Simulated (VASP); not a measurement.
# LiCrF3 (Pm-3m) in VASP: further runs

LiCrF3 is run at these levels: PBE; tasks: single point, relaxation of cell and atoms.

Everything below comes from runs of VASP 6.6.1. Logs are shortened: lines on timing, memory, paths and dates and some standing lists are left out, and cuts for length are marked.

**1. The cell of the first run**

The structure is cubic, space group Pm-3m (No. 221). Conventional cell: a = 4.095 Å, b = 4.095 Å, c = 4.095 Å, α = 90.00°, β = 90.00°, γ = 90.00°. Li (site symmetry m-3m) has 12 F at 2.90 Å and 8 Cr at 3.55 Å within 3.8 Å. Cr (site symmetry m-3m) has 6 F at 2.05 Å within 2.7 Å. Within 2.7 Å of F (site symmetry 4/mmm) lie 2 Cr at 2.05 Å.

**2. Single point, PBE, collinear spin, ferromagnetic start**

INCAR

```
PREC = Accurate
ENCUT = 520
EDIFF = 1E-6
ISMEAR = 0
SIGMA = 0.1
LREAL = False
LASPH = True
NELM = 150
ALGO = Normal
ISIF = 2
LWAVE = False
LCHARG = False
ISPIN = 2
MAGMOM = 0 3 0 0 0
LORBIT = 11
LMAXMIX = 4
GGA = PE
NBANDS = 30
```

KPOINTS

```
Automatic mesh
0
Gamma
  6 6 6
```

POSCAR

```
LiCrF3
1.0
    4.0950951865      0.0000000000      0.0000000000
    0.0000000000      4.0950951865      0.0000000000
    0.0000000000      0.0000000000      4.0950951865
Li Cr F
1 1 3
Direct
    0.5000000000      0.5000000000      0.5000000000
    0.0000000000      0.0000000000      0.0000000000
    0.5000000000      0.0000000000      0.0000000000
    0.0000000000      0.5000000000      0.0000000000
    0.0000000000      0.0000000000      0.5000000000
```

Potentials or basis: VASP PAW PBE potentials, release 64 (Li_sv, Cr_pv, F).

The run is started by

```sh
$ cat potpaw_PBE.64/Li_sv/POTCAR potpaw_PBE.64/Cr_pv/POTCAR potpaw_PBE.64/F/POTCAR > POTCAR
$ mpirun -np 1 vasp_std > vasp.out
```

OUTCAR:

```text
PREC = Accurate
   ENCUT = 520
   EDIFF = 1E-6
   ISMEAR = 0
   LREAL = False
   LASPH = True
   NELM = 150
   ISIF = 2
   ISPIN = 2
   LORBIT = 11
   GGA = PE

 ion  position               nearest neighbor table
   1  0.500  0.500  0.500-
   2  0.000  0.000  0.000-   3 2.05   4 2.05   5 2.05   5 2.05   4 2.05   3 2.05
   3  0.500  0.000  0.000-   2 2.05   2 2.05
   4  0.000  0.500  0.000-   2 2.05   2 2.05
   5  0.000  0.000  0.500-   2 2.05   2 2.05

  LATTYP: Found a simple cubic cell.
 ALAT       =     4.0950951865

  Lattice vectors:

 A1 = (   4.0950951865,   0.0000000000,   0.0000000000)
 A2 = (   0.0000000000,   4.0950951865,   0.0000000000)
 A3 = (   0.0000000000,   0.0000000000,   4.0950951865)

Analysis of symmetry for initial positions (statically):
=====================================================================
 Subroutine PRICEL returns:
 Original cell was already a primitive cell.

 Routine SETGRP: Setting up the symmetry group for a
 simple cubic supercell.

 Subroutine GETGRP returns: Found 48 space group operations
 (whereof 48 operations were pure point group operations)
 out of a pool of 48 trial point group operations.

The static configuration has the point symmetry O_h .

Analysis of symmetry for dynamics (positions and initial velocities):
=====================================================================
 Subroutine PRICEL returns:
 Original cell was already a primitive cell.

 Routine SETGRP: Setting up the symmetry group for a
 simple cubic supercell.

 Subroutine GETGRP returns: Found 48 space group operations
 (whereof 48 operations were pure point group operations)
 out of a pool of 48 trial point group operations.

The dynamic configuration has the point symmetry O_h .

Analysis of structural, dynamic, and magnetic symmetry:
=====================================================================
 Subroutine PRICEL returns:
 Original cell was already a primitive cell.

 Routine SETGRP: Setting up the symmetry group for a
 simple cubic supercell.

 Subroutine GETGRP returns: Found 48 space group operations
 (whereof 48 operations were pure point group operations)
 out of a pool of 48 trial point group operations.

The overall configuration has the point symmetry O_h .

 Subroutine INISYM returns: Found 48 space group operations
 (whereof 48 operations are pure point group operations),
 and found     1 'primitive' translations

----------------------------------------------------------------------------------------

                                     Primitive cell

  volume of cell :      68.6739

  direct lattice vectors                    reciprocal lattice vectors
     4.095095187  0.000000000  0.000000000     0.244194568  0.000000000  0.000000000
     0.000000000  4.095095187  0.000000000     0.000000000  0.244194568  0.000000000
     0.000000000  0.000000000  4.095095187     0.000000000  0.000000000  0.244194568

  length of vectors
     4.095095187  4.095095187  4.095095187     0.244194568  0.244194568  0.244194568

  position of ions in fractional coordinates (direct lattice)
     0.500000000  0.500000000  0.500000000
     0.000000000  0.000000000  0.000000000
     0.500000000  0.000000000  0.000000000
     0.000000000  0.500000000  0.000000000
     0.000000000  0.000000000  0.500000000

  ion indices of the primitive-cell ions
   primitive index   ion index
                 1           1
                 2           2
                 3           3
                 4           4
                 5           5

----------------------------------------------------------------------------------------

 KPOINTS: Automatic mesh

Automatic generation of k-mesh.
 Grid dimensions read from file:
 generate k-points for:    6    6    6

 Generating k-lattice:

  Cartesian coordinates                     Fractional coordinates (reciprocal lattice)
     0.040699095  0.000000000  0.000000000     0.166666667  0.000000000  0.000000000
     0.000000000  0.040699095  0.000000000     0.000000000  0.166666667  0.000000000
     0.000000000  0.000000000  0.040699095     0.000000000  0.000000000  0.166666667

  Length of vectors
     0.040699095  0.040699095  0.040699095

  Shift w.r.t. Gamma in fractional coordinates (k-lattice)
     0.000000000  0.000000000  0.000000000

 Subroutine IBZKPT returns following result:
 ===========================================

 Found     20 irreducible k-points:

 Following reciprocal coordinates:
            Coordinates               Weight
  0.000000  0.000000  0.000000      1.000000
  0.166667  0.000000  0.000000      6.000000
  0.333333  0.000000  0.000000      6.000000
  0.500000  0.000000  0.000000      3.000000
  0.166667  0.166667  0.000000     12.000000
  0.333333  0.166667  0.000000     24.000000
[... 12 lines left out ...]
  0.500000  0.500000  0.333333      6.000000
  0.500000  0.500000  0.500000      1.000000
   k-points           NKPTS =     20   k-points in BZ     NKDIM =     20   number of bands    NBANDS=     30
   number of dos      NEDOS =    301   number of ions     NIONS =      5
   total plane-waves  NPLWV =  27000
   dimension x,y,z NGX =    30 NGY =   30 NGZ =   30
   dimension x,y,z NGXF=    60 NGYF=   60 NGZF=   60
   ions per type =               1   1   3
   NGX,Y,Z   is equivalent  to a cutoff of  12.18, 12.18, 12.18 a.u.
   NGXF,Y,Z  is equivalent  to a cutoff of  24.36, 24.36, 24.36 a.u.
 SYSTEM =  unknown system
   PREC   = accura    normal or accurate (medium, high low for compatibility)
   ISTART =      0    job   : 0-new  1-cont  2-samecut
   ICHARG =      2    charge: 1-file 2-atom 10-const
   ISPIN  =      2    spin polarized calculation?
   LNONCOLLINEAR =      F non collinear calculations
   LSORBIT =      F    spin-orbit coupling
   LASPH  =      T    aspherical Exc in radial PAW
   ENCUT  =  520.0 eV  38.22 Ry    6.18 a.u.   7.61  7.61  7.61*2*pi/ulx,y,z
   NELM   =    150;   NELMIN=  2; NELMDL= -5     # of ELM steps
   EDIFF  = 0.1E-05   stopping-criterion for ELM
   LREAL  =      F    real-space projection
   EDIFFG = 0.1E-04   stopping-criterion for IOM
   NSW    =      0    number of steps for IOM
   IBRION =     -1    ionic relax: 0-MD 1-quasi-New 2-CG
   NFREE  =      0    steps in history (QN), initial steepest desc. (CG)
   ISIF   =      2    stress and relaxation
   ISYM   =      2    0-nonsym 1-usesym 2-fastsym
   POTIM  = 0.5000    time-step for ionic-motion
   TEBEG  =    0.0;   TEEND  =   0.0 temperature during run
   PSTRESS=    0.0 pullay stress
   NELECT =      36.0000    total number of electrons
   NUPDOWN=      -1.0000    fix difference up-down
   EMIN   =  10.00;   EMAX   =-10.00  energy-range for DOS
   EFERMI =   0.00;   METHOD = LEGACY
   ISMEAR =     0;   SIGMA  =   0.10  broadening in eV -4-tet -1-fermi 0-gaus
   EFERMI_NEDOS =   21; number of points for ismear=-14 and -15
   IALGO  =     38    algorithm
   IMIX   =      4    mixing-type and parameters
     AMIX     =   0.40;   BMIX     =  1.00
     AMIX_MAG =   1.60;   BMIX_MAG =  1.00
  volume/ion in A,a.u.               =      13.73        92.69
  Fermi-wavevector in a.u.,A,eV,Ry     =   1.320013  2.494464 23.707271  1.742435
  Thomas-Fermi vector in A             =   2.449870
   LORBIT       =     11    0 simple, 1 ext, 2 COOP (PROOUT), +10 PAW based schemes
   GGA     = PE    functional components
   LHFCALC =     F    Hartree Fock is set to
   AEXX    =    0.0000 exact exchange contribution
   IVDW    =     0    specifies the selected vdW correction
   LEPSILON=     F    determine dielectric tensor
   LRPA    =     F    only Hartree local field effects (RPA)
 spin polarized calculation
 Gauss-broadening in eV      SIGMA  =   0.10
  energy-cutoff  :      520.00
  volume of cell :       68.67
 maximum number of plane-waves:      1865
   NGX = 15   NGY = 15   NGZ = 15

 number of electron      35.9999970 magnetization       3.9628852

 Free energy of the ion-electron system (eV)
  ---------------------------------------------------
  ext. energy  EPLUGINS =         0.00000000
  ---------------------------------------------------
  free energy    TOTEN  =       -28.10914077 eV

  energy without entropy =      -28.10063789  energy(sigma->0) =      -28.10488933

 E-fermi :   4.2813     XC(G=0):  -8.7433

 val. band max:        4.2809019328   @ k =   0.1667   0.0000   0.0000
 cond. band min:       4.3261818062   @ k =   0.5000   0.5000   0.1667
 fundamental gap:      0.0452798734
 Fermi energy:         4.2813352862

 spin component 1

 k-point     1 :       0.0000    0.0000    0.0000
  band No.  band energies     occupation
      1     -45.7458      1.00000
      2     -40.6082      1.00000
      3     -40.6082      1.00000
      4     -40.6082      1.00000
      5     -21.7303      1.00000
      6     -21.2484      1.00000
[... 22 lines left out ...]
     29      11.9945      0.00000
     30      16.7926      0.00000

 k-point     2 :       0.1667    0.0000    0.0000
  band No.  band energies     occupation
      1     -45.7458      1.00000
      2     -40.6111      1.00000
      3     -40.6081      1.00000
      4     -40.6081      1.00000
      5     -21.6916      1.00000
      6     -21.2497      1.00000
[... 22 lines left out ...]
     29      13.5196      0.00000
     30      15.7131      0.00000

 k-point     3 :       0.3333    0.0000    0.0000
  band No.  band energies     occupation
      1     -45.7457      1.00000
      2     -40.6168      1.00000
      3     -40.6079      1.00000
      4     -40.6079      1.00000
      5     -21.6109      1.00000
      6     -21.2548      1.00000
[... 527 lines left out ...]
      6     -21.2462      1.00000
[... 22 lines left out ...]
     29      11.9237      0.00000
     30      13.4036      0.00000

 k-point    20 :       0.5000    0.5000    0.5000
  band No.  band energies     occupation
      1     -45.7455      1.00000
      2     -40.6190      1.00000
      3     -40.6190      1.00000
      4     -40.6190      1.00000
      5     -21.2445      1.00000
      6     -21.2445      1.00000
[... 22 lines left out ...]
     29      10.8861      0.00000
     30      13.0854      0.00000
 Fermi energy:         4.2813352862

 spin component 2

 k-point     1 :       0.0000    0.0000    0.0000
  band No.  band energies     occupation
      1     -45.7407      1.00000
      2     -36.8412      1.00000
      3     -36.8412      1.00000
      4     -36.8412      1.00000
      5     -21.6495      1.00000
      6     -21.1826      1.00000
[... 22 lines left out ...]
     29      14.9068      0.00000
     30      17.4784      0.00000

 k-point     2 :       0.1667    0.0000    0.0000
  band No.  band energies     occupation
      1     -45.7407      1.00000
      2     -36.8462      1.00000
      3     -36.8411      1.00000
      4     -36.8411      1.00000
      5     -21.6110      1.00000
      6     -21.1815      1.00000
[... 22 lines left out ...]
     29      14.9073      0.00000
     30      16.4326      0.00000

 k-point     3 :       0.3333    0.0000    0.0000
  band No.  band energies     occupation
      1     -45.7407      1.00000
      2     -36.8561      1.00000
      3     -36.8409      1.00000
      4     -36.8409      1.00000
      5     -21.5323      1.00000
      6     -21.1803      1.00000
[... 550 lines left out ...]
     29      14.4963      0.00000
     30      14.9124      0.00000

 k-point    20 :       0.5000    0.5000    0.5000
  band No.  band energies     occupation
      1     -45.7404      1.00000
      2     -36.8602      1.00000
      3     -36.8602      1.00000
      4     -36.8602      1.00000
      5     -21.1657      1.00000
      6     -21.1657      1.00000
[... 22 lines left out ...]
     29      14.2510      0.00000
     30      14.9104      0.00000

------------------------ aborting loop because EDIFF is reached ----------------------------------------

  FORCE on cell =-STRESS in cart. coord.  units (eV):
  Direction    XX          YY          ZZ          XY          YZ          ZX
  --------------------------------------------------------------------------------------
  -------------------------------------------------------------------------------------
  Total        0.1046518      0.1046518      0.1046518     -0.0000000      0.0000000     -0.0000000
  in kB        2.4415479      2.4415479      2.4415479     -0.0000000      0.0000000     -0.0000000
  external PRESSURE =       2.4415479 kB  Pullay stress =       0.0000000 kB

 VOLUME and BASIS-vectors are now :
 -----------------------------------------------------------------------------
  energy-cutoff  :      520.00
  volume of cell :       68.67
      direct lattice vectors                 reciprocal lattice vectors
     4.095095187  0.000000000  0.000000000     0.244194568  0.000000000  0.000000000
     0.000000000  4.095095187  0.000000000     0.000000000  0.244194568  0.000000000
     0.000000000  0.000000000  4.095095187     0.000000000  0.000000000  0.244194568

 POSITION                                       TOTAL-FORCE (eV/Angst)
 -----------------------------------------------------------------------------------
      2.04755      2.04755      2.04755         0.000000      0.000000      0.000000
      0.00000      0.00000      0.00000         0.000000      0.000000      0.000000
      2.04755      0.00000      0.00000         0.000000      0.000000      0.000000
      0.00000      2.04755      0.00000         0.000000      0.000000      0.000000
      0.00000      0.00000      2.04755         0.000000      0.000000      0.000000
 -----------------------------------------------------------------------------------
    total drift:                                0.000000     -0.000000      0.000000

  FREE ENERGIE OF THE ION-ELECTRON SYSTEM (eV)
  ---------------------------------------------------
  free  energy   TOTEN  =       -28.1091407706 eV

  energy  without entropy=      -28.1006378871  energy(sigma->0) =      -28.10488933

 total charge

# of ion       s       p       d       tot
------------------------------------------
    1        1.990   0.007   0.000   1.997
    2        0.182   6.186   4.160  10.528
    3        1.737   4.354   0.000   6.091
    4        1.737   4.354   0.000   6.091
    5        1.737   4.354   0.000   6.091
--------------------------------------------------
tot          7.383  19.255   4.160  30.798

 magnetization (x)

# of ion       s       p       d       tot
------------------------------------------
    1        0.001   0.001   0.000   0.001
    2        0.026   0.022   3.615   3.663
    3        0.006   0.016   0.000   0.022
    4        0.006   0.016   0.000   0.022
    5        0.006   0.016   0.000   0.022
--------------------------------------------------
tot          0.044   0.072   3.615   3.731
```

Run time: 70 s. Hardware: 1 thread of Intel Xeon Platinum 8259CL at 2.50GHz (Skylake/Cascade Lake), shared host; peak memory 0.21 GiB.

Results:

| Quantity | Value |
| --- | --- |
| Free energy | -28.1091 eV |
| Band gap on the k mesh | zero (filled and empty bands overlap) |
| Net moment | 3.96 μB per cell |
| Site moments | Li +0.00; Cr +3.66; F +0.02 μB |
| Valence electrons inside the program's atomic spheres | Li 2.00; Cr 10.53; F 6.09 |

Caveat: the cutoff is under 1.25 times the usual one of these potentials, so pressure, stress and relaxed cells hold a basis-set (Pulay) error; a cell with one magnetic atom can't hold antiferromagnetic order, which such compounds often take; semilocal functionals often make such compounds metallic where correlation or magnetic order opens a gap, which also shifts bond lengths.

**3. Relaxation of cell and atoms, PBE, collinear spin, ferromagnetic start**

This run uses another cell than the first one, of 9.88 Å³/atom.

INCAR

```
SYSTEM = LiCrF3
PREC = Accurate
ENCUT = 600
EDIFF = 1E-6
ISMEAR = 0
SIGMA = 0.1
LREAL = .FALSE.
LASPH = .TRUE.
NELM = 150
ALGO = Normal
ISIF = 3
LWAVE = .FALSE.
LCHARG = .FALSE.
ISPIN = 2
MAGMOM = 0 3 0 0 0
LORBIT = 11
LMAXMIX = 4
GGA = PE
IBRION = 2
NSW = 90
EDIFFG = -0.04
```

KPOINTS

```
regular mesh
0
G
  6 6 6
  0 0 0
```

Changes to POSCAR since step 2:

```diff
@@ -2,5 +2,5 @@
 1.0
-    4.0950951865      0.0000000000      0.0000000000
-    0.0000000000      4.0950951865      0.0000000000
-    0.0000000000      0.0000000000      4.0950951865
+    3.6689402800      0.0000000000      0.0000000000
+    0.0000000000      3.6689402800      0.0000000000
+    0.0000000000      0.0000000000      3.6689402800
 Li Cr F
```

Potentials or basis: VASP PAW PBE potentials, release 64 (Li_sv, Cr_pv, F).

The run is started by

```sh
$ cat potpaw_PBE.64/Li_sv/POTCAR potpaw_PBE.64/Cr_pv/POTCAR potpaw_PBE.64/F/POTCAR > POTCAR
$ mpirun -np 1 vasp_std > vasp.out
```

Run time: 3.6 min. Hardware: 1 thread of Intel Xeon Platinum 8259CL at 2.50GHz (Skylake/Cascade Lake), shared host; peak memory 0.21 GiB.

Results (log left out):

```
Free energy                                           : -28.0571 eV
Relaxed volume                                        : 13.67 Å³/atom
Relaxed cell                                          : a = 4.089 Å, b = 4.089 Å, c = 4.089 Å, α = 90.00°, β = 90.00°, γ = 90.00°
Space group after relaxing (to 0.1 Å)                 : Pm-3m (No. 221)
Energy gained by relaxing                             : 432.4 meV/atom
Ionic steps                                           : 4
Pressure after relaxing                               : -0.1 GPa
Band gap on the k mesh                                : zero (filled and empty bands overlap)
Net moment                                            : 3.96 μB per cell
Site moments                                          : Li +0.00; Cr +3.66; F +0.02 μB
Valence electrons inside the program's atomic spheres : Li 2.00; Cr 10.53; F 6.10
```

The path:
```csv
step,energy change (eV),largest force (eV/Å),pressure (GPa),volume (Å³)
1,0.0000,0.0000,48.13,49.39
2,-2.0638,0.0000,-5.53,73.78
3,-2.1600,0.0000,0.83,67.64
4,-2.1618,0.0000,-0.05,68.37
```

Final structure:
```
CELL_PARAMETERS angstrom
4.08899 0.00000 0.00000
0.00000 4.08899 0.00000
0.00000 0.00000 4.08899
ATOMIC_POSITIONS crystal
Li 0.50000 0.50000 0.50000
Cr 0.00000 0.00000 0.00000
F 0.50000 0.00000 0.00000
F 0.00000 0.50000 0.00000
F 0.00000 0.00000 0.50000
```

Levels at points of the mesh, in eV from the Fermi level:
Spin up:
```tsv
k point	band 17	band 18	band 19	band 20	band 21	band 22	band 23	band 24
(0.00, 0.00, 0.00)	-2.14	-2.14	-2.14	-0.85	-0.85	-0.57	5.34	6.10
(0.50, 0.00, 0.00)	-2.12	-1.51	-1.51	-0.84	0.00	2.09	2.18	5.34
(0.50, 0.50, 0.00)	-1.50	-1.50	-1.10	-0.42	1.32	3.21	3.21	3.56
(0.50, 0.50, 0.50)	-1.09	-1.09	-1.09	1.33	1.33	3.32	4.74	4.74
```
Spin down:
| k point | band 14 | band 15 | band 16 | band 17 | band 18 | band 19 |
| --- | --- | --- | --- | --- | --- | --- |
| (0.00, 0.00, 0.00) | -6.47 | -6.47 | -6.47 | -0.35 | 1.45 | 1.45 |
| (0.50, 0.00, 0.00) | -6.69 | -6.48 | -6.48 | 1.49 | 1.65 | 1.98 |
| (0.50, 0.50, 0.00) | -6.95 | -6.95 | -6.00 | 2.06 | 2.06 | 2.34 |
| (0.50, 0.50, 0.50) | -6.00 | -6.00 | -6.00 | 2.48 | 2.48 | 2.48 |

Caveat: the cutoff is under 1.25 times the usual one of these potentials, so pressure, stress and relaxed cells hold a basis-set (Pulay) error; the volume moved by over 15 % at a fixed basis, so the end points are rough; a cell with one magnetic atom can't hold antiferromagnetic order, which such compounds often take; semilocal functionals often make such compounds metallic where correlation or magnetic order opens a gap, which also shifts bond lengths.

The gap in the log of VASP goes by the Fermi energy; the results here count the filled bands.